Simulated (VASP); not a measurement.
# Zn (P3_121) in VASP: further runs

The runs below take Zn through single point, relaxation of cell and atoms, with PBE.

All numbers are computed with VASP 6.6.1; they aren't measurements. Logs are shortened: lines on timing, memory, paths and dates and some standing lists are left out, and cuts for length are marked.

## 1. The cell of the first run

It takes space group P3_121 (No. 152, trigonal). Conventional cell: a = 3.615 Å, b = 3.615 Å, c = 4.101 Å, α = 90.00°, β = 90.00°, γ = 120.00°. Zn (site symmetry 2) has 2 Zn at 1.96 Å within 2.6 Å.

## 2. Single point, PBE

INCAR reads:

```
SYSTEM = Zn
PREC = Accurate
ENCUT = 520
EDIFF = 1E-7
ISMEAR = 0
SIGMA = 0.1
LREAL = .False.
LASPH = .True.
NELM = 100
ALGO = Fast
ISIF = 2
LWAVE = .False.
LCHARG = .False.
GGA = PE
NBANDS = 25
```

KPOINTS reads:

```
Automatic mesh
0
Gamma
  6 6 4
  0 0 0
```

POSCAR reads:

```
Zn
1.0
    3.6151095483      0.0000000000      0.0000000000
   -1.8075547742      3.1307767064      0.0000000000
    0.0000000000      0.0000000000      4.1014627979
Zn
3
Direct
    0.2254000000      0.0000000000      0.3333333333
    0.0000000000      0.2254000000      0.6666666667
    0.7746000000      0.7746000000      0.0000000000
```

Potentials or basis: VASP PAW PBE potentials, release 64 (Zn).

Command:

```bash
$ cat potpaw_PBE.64/Zn/POTCAR > POTCAR
$ mpirun -np 1 vasp_std > vasp.out
```

OUTCAR:

```text
SYSTEM = Zn
   PREC = Accurate
   ENCUT = 520
   EDIFF = 1E-7
   ISMEAR = 0
   LREAL = .False.
   LASPH = .True.
   NELM = 100
   ISIF = 2
   GGA = PE

 ion  position               nearest neighbor table
   1  0.225  0.000  0.333-   3 1.96   2 1.96   3 2.84   3 2.84   2 2.84   2 2.84
   2  0.000  0.225  0.667-   3 1.96   1 1.96   3 2.84   3 2.84   1 2.84   1 2.84
   3  0.775  0.775  0.000-   1 1.96   2 1.96   1 2.84   2 2.84   2 2.84   1 2.84

  LATTYP: Found a hexagonal cell.
 ALAT       =     3.6151095483
 C/A-ratio  =     1.1345334749

  Lattice vectors:

 A1 = (   3.6151095483,   0.0000000000,   0.0000000000)
 A2 = (  -1.8075547742,   3.1307767064,   0.0000000000)
 A3 = (   0.0000000000,   0.0000000000,   4.1014627979)

Analysis of symmetry for initial positions (statically):
=====================================================================
 Subroutine PRICEL returns:
 Original cell was already a primitive cell.

 Routine SETGRP: Setting up the symmetry group for a
 hexagonal supercell.

 Subroutine GETGRP returns: Found  6 space group operations
 (whereof  2 operations were pure point group operations)
 out of a pool of 24 trial point group operations.

The static configuration has the point symmetry C_2 .
 The point group associated with its full space group is D_3 .

Analysis of symmetry for dynamics (positions and initial velocities):
=====================================================================
 Subroutine PRICEL returns:
 Original cell was already a primitive cell.

 Routine SETGRP: Setting up the symmetry group for a
 hexagonal supercell.

 Subroutine GETGRP returns: Found  6 space group operations
 (whereof  2 operations were pure point group operations)
 out of a pool of 24 trial point group operations.

The dynamic configuration has the point symmetry C_2 .
 The point group associated with its full space group is D_3 .

 Subroutine INISYM returns: Found  6 space group operations
 (whereof  2 operations are pure point group operations),
 and found     1 'primitive' translations

----------------------------------------------------------------------------------------

                                     Primitive cell

  volume of cell :      46.4208

  direct lattice vectors                    reciprocal lattice vectors
     3.615109548  0.000000000  0.000000000     0.276616790  0.159704778  0.000000000
    -1.807554774  3.130776706  0.000000000     0.000000000  0.319409557  0.000000000
     0.000000000  0.000000000  4.101462798     0.000000000  0.000000000  0.243815451

  length of vectors
     3.615109548  3.615109548  4.101462798     0.319409557  0.319409557  0.243815451

  position of ions in fractional coordinates (direct lattice)
     0.225400000  0.000000000  0.333333333
     0.000000000  0.225400000  0.666666667
     0.774600000  0.774600000  0.000000000

  ion indices of the primitive-cell ions
   primitive index   ion index
                 1           1
                 2           2
                 3           3

----------------------------------------------------------------------------------------

 KPOINTS: Automatic mesh

Automatic generation of k-mesh.
 Grid dimensions read from file:
 generate k-points for:    6    6    4

 Generating k-lattice:

  Cartesian coordinates                     Fractional coordinates (reciprocal lattice)
     0.046102798  0.026617463  0.000000000     0.166666667 -0.000000000  0.000000000
     0.000000000  0.053234926  0.000000000     0.000000000  0.166666667  0.000000000
     0.000000000  0.000000000  0.060953863     0.000000000  0.000000000  0.250000000

  Length of vectors
     0.053234926  0.053234926  0.060953863

  Shift w.r.t. Gamma in fractional coordinates (k-lattice)
     0.000000000  0.000000000  0.000000000

 Subroutine IBZKPT returns following result:
 ===========================================

 Found     24 irreducible k-points:

 Following reciprocal coordinates:
            Coordinates               Weight
  0.000000  0.000000  0.000000      1.000000
  0.166667  0.000000  0.000000      6.000000
  0.333333  0.000000  0.000000      6.000000
  0.500000  0.000000  0.000000      3.000000
  0.166667  0.166667  0.000000      6.000000
  0.333333  0.166667  0.000000     12.000000
[... 16 lines left out ...]
  0.333333  0.166667  0.500000     12.000000
  0.333333  0.333333  0.500000      2.000000
   k-points           NKPTS =     24   k-points in BZ     NKDIM =     24   number of bands    NBANDS=     25
   number of dos      NEDOS =    301   number of ions     NIONS =      3
   total plane-waves  NPLWV =  25088
   dimension x,y,z NGX =    28 NGY =   28 NGZ =   32
   dimension x,y,z NGXF=    56 NGYF=   56 NGZF=   64
   ions per type =               3
   NGX,Y,Z   is equivalent  to a cutoff of  12.88, 12.88, 12.97 a.u.
   NGXF,Y,Z  is equivalent  to a cutoff of  25.75, 25.75, 25.94 a.u.
 SYSTEM =  Zn
   PREC   = accura    normal or accurate (medium, high low for compatibility)
   ISTART =      0    job   : 0-new  1-cont  2-samecut
   ICHARG =      2    charge: 1-file 2-atom 10-const
   ISPIN  =      1    spin polarized calculation?
   LNONCOLLINEAR =      F non collinear calculations
   LSORBIT =      F    spin-orbit coupling
   LASPH  =      T    aspherical Exc in radial PAW
   ENCUT  =  520.0 eV  38.22 Ry    6.18 a.u.   6.72  6.72  7.63*2*pi/ulx,y,z
   NELM   =    100;   NELMIN=  2; NELMDL= -5     # of ELM steps
   EDIFF  = 0.1E-06   stopping-criterion for ELM
   LREAL  =      F    real-space projection
   EDIFFG = 0.1E-05   stopping-criterion for IOM
   NSW    =      0    number of steps for IOM
   IBRION =     -1    ionic relax: 0-MD 1-quasi-New 2-CG
   NFREE  =      0    steps in history (QN), initial steepest desc. (CG)
   ISIF   =      2    stress and relaxation
   ISYM   =      2    0-nonsym 1-usesym 2-fastsym
   POTIM  = 0.5000    time-step for ionic-motion
   TEBEG  =    0.0;   TEEND  =   0.0 temperature during run
   PSTRESS=    0.0 pullay stress
   NELECT =      36.0000    total number of electrons
   NUPDOWN=      -1.0000    fix difference up-down
   EMIN   =  10.00;   EMAX   =-10.00  energy-range for DOS
   EFERMI =   0.00;   METHOD = LEGACY
   ISMEAR =     0;   SIGMA  =   0.10  broadening in eV -4-tet -1-fermi 0-gaus
   EFERMI_NEDOS =   21; number of points for ismear=-14 and -15
   IALGO  =     68    algorithm
   IMIX   =      4    mixing-type and parameters
     AMIX     =   0.40;   BMIX     =  1.00
     AMIX_MAG =   1.60;   BMIX_MAG =  1.00
  volume/ion in A,a.u.               =      15.47       104.42
  Fermi-wavevector in a.u.,A,eV,Ry     =   1.504082  2.842303 30.779958  2.262263
  Thomas-Fermi vector in A             =   2.615108
   LORBIT       =      0    0 simple, 1 ext, 2 COOP (PROOUT), +10 PAW based schemes
   GGA     = PE    functional components
   LHFCALC =     F    Hartree Fock is set to
   AEXX    =    0.0000 exact exchange contribution
   IVDW    =     0    specifies the selected vdW correction
   LEPSILON=     F    determine dielectric tensor
   LRPA    =     F    only Hartree local field effects (RPA)
 non-spin polarized calculation
 RMM-DIIS sequential band-by-band and
 Gauss-broadening in eV      SIGMA  =   0.10
  energy-cutoff  :      520.00
  volume of cell :       46.42
 maximum number of plane-waves:      1270
 NGX is ok and might be reduce to    28
   NGX = 13   NGY = 13   NGZ = 15

 number of electron      36.0000000 magnetization

 Free energy of the ion-electron system (eV)
  ---------------------------------------------------
  ext. energy  EPLUGINS =         0.00000000
  ---------------------------------------------------
  free energy    TOTEN  =         1.19361255 eV

  energy without entropy =        1.20021191  energy(sigma->0) =        1.19691223

 E-fermi :   2.6290     XC(G=0): -11.2698

 val. band max:        2.5767985504   @ k =   0.1667   0.0000   0.0000
 cond. band min:       2.7012457447   @ k =   0.3333   0.0000   0.5000
 fundamental gap:      0.1244471943
 Fermi energy:         2.6289876635

 k-point     1 :       0.0000    0.0000    0.0000
  band No.  band energies     occupation
      1      -7.5521      2.00000
      2      -6.6611      2.00000
      3      -6.6611      2.00000
      4      -6.2247      2.00000
      5      -6.2247      2.00000
      6      -6.1690      2.00000
[... 17 lines left out ...]
     24      10.7212      0.00000
     25      16.1562      0.00000

 k-point     2 :       0.1667    0.0000    0.0000
  band No.  band energies     occupation
      1      -7.1935      2.00000
      2      -6.6348      2.00000
      3      -6.6253      2.00000
      4      -6.2715      2.00000
      5      -6.2016      2.00000
      6      -6.1235      2.00000
[... 17 lines left out ...]
     24      12.6487      0.00000
     25      14.4168      0.00000

 k-point     3 :       0.3333    0.0000    0.0000
  band No.  band energies     occupation
      1      -6.6269      2.00000
      2      -6.5804      2.00000
      3      -6.3728      2.00000
      4      -6.3702      2.00000
      5      -6.1078      2.00000
      6      -6.0427      2.00000
[... 17 lines left out ...]
     24      13.2852      0.00000
     25      14.3800      0.00000

 k-point     4 :       0.5000    0.0000    0.0000
  band No.  band energies     occupation
      1      -6.5739      2.00000
      2      -6.5586      2.00000
      3      -6.4112      2.00000
      4      -6.1323      2.00000
      5      -6.0602      2.00000
      6      -6.0011      2.00000
[... 17 lines left out ...]
     24      13.2431      0.00000
     25      14.1040      0.00000

 k-point     5 :       0.1667    0.1667    0.0000
  band No.  band energies     occupation
      1      -6.6985      2.00000
      2      -6.5811      2.00000
      3      -6.5118      2.00000
      4      -6.2876      2.00000
      5      -6.2308      2.00000
      6      -6.0331      2.00000
[... 17 lines left out ...]
     24      11.7840      0.00000
     25      13.1097      0.00000

 k-point     6 :       0.3333    0.1667    0.0000
  band No.  band energies     occupation
      1      -6.5765      2.00000
      2      -6.5510      2.00000
      3      -6.3490      2.00000
      4      -6.1790      2.00000
      5      -6.1289      2.00000
      6      -6.0137      2.00000
[... 17 lines left out ...]
     24      11.2236      0.00000
     25      12.2883      0.00000
[... 393 lines left out ...]
 k-point    21 :       0.5000    0.0000    0.5000
  band No.  band energies     occupation
      1      -6.6427      2.00000
      2      -6.3806      2.00000
      3      -6.3338      2.00000
      4      -6.1962      2.00000
      5      -5.9044      2.00000
      6      -5.8223      2.00000
[... 17 lines left out ...]
     24      15.7788      0.00000
     25      18.5527      0.00000

 k-point    22 :       0.1667    0.1667    0.5000
  band No.  band energies     occupation
      1      -6.6513      2.00000
      2      -6.3806      2.00000
      3      -6.3770      2.00000
      4      -6.2275      2.00000
      5      -5.9671      2.00000
      6      -5.8872      2.00000
[... 17 lines left out ...]
     24      13.8789      0.00000
     25      14.5918      0.00000

 k-point    23 :       0.3333    0.1667    0.5000
  band No.  band energies     occupation
      1      -6.6402      2.00000
      2      -6.3631      2.00000
      3      -6.3412      2.00000
      4      -6.1585      2.00000
      5      -5.9134      2.00000
      6      -5.8298      2.00000
[... 17 lines left out ...]
     24      15.5636      0.00000
     25      17.4772      0.00000

 k-point    24 :       0.3333    0.3333    0.5000
  band No.  band energies     occupation
      1      -6.6320      2.00000
      2      -6.3353      2.00000
      3      -6.3353      2.00000
      4      -6.1024      2.00000
      5      -5.8604      2.00000
      6      -5.8604      2.00000
[... 17 lines left out ...]
     24      15.8051      0.00000
     25      17.5803      0.00000

------------------------ aborting loop because EDIFF is reached ----------------------------------------

  FORCE on cell =-STRESS in cart. coord.  units (eV):
  Direction    XX          YY          ZZ          XY          YZ          ZX
  --------------------------------------------------------------------------------------
  -------------------------------------------------------------------------------------
  Total       10.4818640     10.4818641     17.2372801     -0.0000000      0.0000000      0.0000000
  in kB      361.7735172    361.7735173    594.9315315     -0.0000000      0.0000000      0.0000000
  external PRESSURE =     439.4928553 kB  Pullay stress =       0.0000000 kB

 VOLUME and BASIS-vectors are now :
 -----------------------------------------------------------------------------
  energy-cutoff  :      520.00
  volume of cell :       46.42
      direct lattice vectors                 reciprocal lattice vectors
     3.615109548  0.000000000  0.000000000     0.276616790  0.159704778  0.000000000
    -1.807554774  3.130776706  0.000000000     0.000000000  0.319409557  0.000000000
     0.000000000  0.000000000  4.101462798     0.000000000  0.000000000  0.243815451

 POSITION                                       TOTAL-FORCE (eV/Angst)
 -----------------------------------------------------------------------------------
      0.81485      0.00000      1.36715         8.223243     -0.000000      0.000000
     -0.40742      0.70568      2.73431        -4.111621      7.121537     -0.000000
      1.40013      2.42510      0.00000        -4.111621     -7.121537      0.000000
 -----------------------------------------------------------------------------------
    total drift:                               -0.000020     -0.000034     -0.000000

  FREE ENERGIE OF THE ION-ELECTRON SYSTEM (eV)
  ---------------------------------------------------
  free  energy   TOTEN  =         1.1936125518 eV

  energy  without entropy=        1.2002119098  energy(sigma->0) =        1.19691223
```

Wall time 12 s (1 thread of AMD EPYC 9R45 (Zen 5), shared host); peak memory 0.13 GiB.

What came out:

- Free energy: 1.1936 eV
- Pressure: 43.9 GPa
- Largest force: 8.223 eV/Å
- Band gap on the k mesh: zero (bands 18 and 19 overlap by 8.23 eV)

Forces in eV/Å, atoms in the order of the input:
```
Zn   8.223  0.000  0.000
Zn  -4.112  7.122  0.000
Zn  -4.112 -7.122  0.000
```

Levels at points of the mesh, in eV from the Fermi level:
```tsv
k point	band 16	band 17	band 18	band 19	band 20	band 21
(0.00, 0.00, 0.00)	-6.56	-0.35	-0.35	4.47	5.86	5.86
(0.50, 0.00, 0.00)	-5.76	-4.88	1.58	2.06	2.90	3.52
(0.00, 0.00, 0.50)	-6.39	-6.39	6.04	6.16	6.16	7.85
(0.50, 0.00, 0.50)	-4.11	-3.76	-2.45	-2.19	3.51	4.16
```

Caveat: the k points lie up to 0.38 Å⁻¹ apart, too coarse for converged energies and pressures of a metal; forces of over 1 eV/Å act on the atoms, so gaps and moduli don't describe the material at rest.

## 3. Relaxation of cell and atoms, PBE

INCAR reads:

```
PREC = Accurate
ENCUT = 600
EDIFF = 1E-6
ISMEAR = 0
SIGMA = 0.1
LREAL = False
LASPH = True
NELM = 80
ALGO = Fast
ISIF = 3
LWAVE = False
LCHARG = False
GGA = PE
IBRION = 2
NSW = 90
EDIFFG = -0.04
```

KPOINTS reads:

```
Automatic mesh
0
Gamma
  6 6 4
```

POSCAR is that of step 2.

Potentials or basis: VASP PAW PBE potentials, release 64 (Zn).

Command:

```bash
$ cat potpaw_PBE.64/Zn/POTCAR > POTCAR
$ mpirun -np 1 vasp_std > vasp.out
```

Wall time 4.6 min (1 thread of AMD EPYC 9R45 (Zen 5), shared host); peak memory 0.16 GiB.

It converged, with:

```
Free energy                           : -2.6763 eV
Relaxed volume                        : 18.42 Å³/atom
Relaxed cell                          : a = 3.724 Å, b = 3.724 Å, c = 4.602 Å, α = 90.00°, β = 90.00°, γ = 120.00°
Space group after relaxing (to 0.1 Å) : Pm-3m (No. 221)
Pressure after relaxing               : -0.3 GPa
Largest force after relaxing          : 0.009 eV/Å
Band gap on the k mesh                : zero (bands 18 and 19 overlap by 8.04 eV)
```

Forces in eV/Å, atoms in the order of the input:
```
Zn  -0.009  0.000  0.000
Zn   0.004 -0.008  0.000
Zn   0.004  0.008  0.000
```

Final structure:
```
Zn
1.0
     3.72392    0.00000    0.00000
    -1.86196    3.22501    0.00000
     0.00000    0.00000    4.60168
Zn
3
Direct
  0.33404 0.00000 0.33333
  0.00000 0.33404 0.66667
  0.66596 0.66596 0.00000
```

Levels at points of the mesh, in eV from the Fermi level:
| k point | band 15 | band 16 | band 17 | band 18 | band 19 | band 20 | band 21 | band 22 |
| --- | --- | --- | --- | --- | --- | --- | --- | --- |
| (0.00, 0.00, 0.00) | -6.68 | -6.68 | -1.38 | -1.38 | 5.61 | 5.63 | 5.63 | 5.64 |
| (0.50, 0.00, 0.00) | -6.42 | -4.83 | -4.82 | 1.39 | 1.51 | 2.45 | 2.74 | 2.75 |
| (0.00, 0.00, 0.50) | -6.54 | -6.40 | -6.40 | 5.38 | 5.56 | 5.56 | 7.93 | 7.94 |
| (0.50, 0.00, 0.50) | -6.65 | -3.08 | -3.08 | -2.86 | -2.66 | 3.79 | 3.79 | 5.57 |

Caveat: the k points lie up to 0.34 Å⁻¹ apart in the final cell, too coarse for converged energies and pressures of a metal; the volume moved by over 15 % at a fixed basis, so the end points are rough.
